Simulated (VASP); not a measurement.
Here is a VASP 6.6.1 calculation.

INCAR

```
SYSTEM = Na
PREC = Accurate ; ENCUT = 520
EDIFF = 1E-7 ; ISMEAR = -1
SIGMA = 0.03 ; LREAL = .FALSE.
LASPH = .TRUE. ; NELM = 60
ALGO = Normal ; ISIF = 2
LWAVE = .FALSE. ; LCHARG = .TRUE.
GGA = PE ; LELF = .TRUE.
LVHAR = .TRUE. ; NBANDS = 14
```

KPOINTS

```
regular mesh
0
G
  10 10 10
  0 0 0
```

File POSCAR:

```
Na
1.0
    0.0000000000      3.7898189235      3.7898189235
    3.7898189235      0.0000000000      3.7898189235
    3.7898189235      3.7898189235      0.0000000000
Na
2
Direct
    0.0000000000      0.0000000000      0.0000000000
    0.2500000000      0.2500000000      0.2500000000
```

Potentials or basis: VASP PAW PBE potentials, release 64 (Na_pv).

Launch:

```console
$ cat potpaw_PBE.64/Na_pv/POTCAR > POTCAR
$ mpirun -np 1 vasp_std > vasp.out
```

Problem. Predict the band gap on the k mesh.

Solution. Zero (band 7 reaches -0.25 eV, above the bottom of band 8 at -0.91 eV).

Problem. What does it give for the pressure?

Solution. 0.0 GPa.
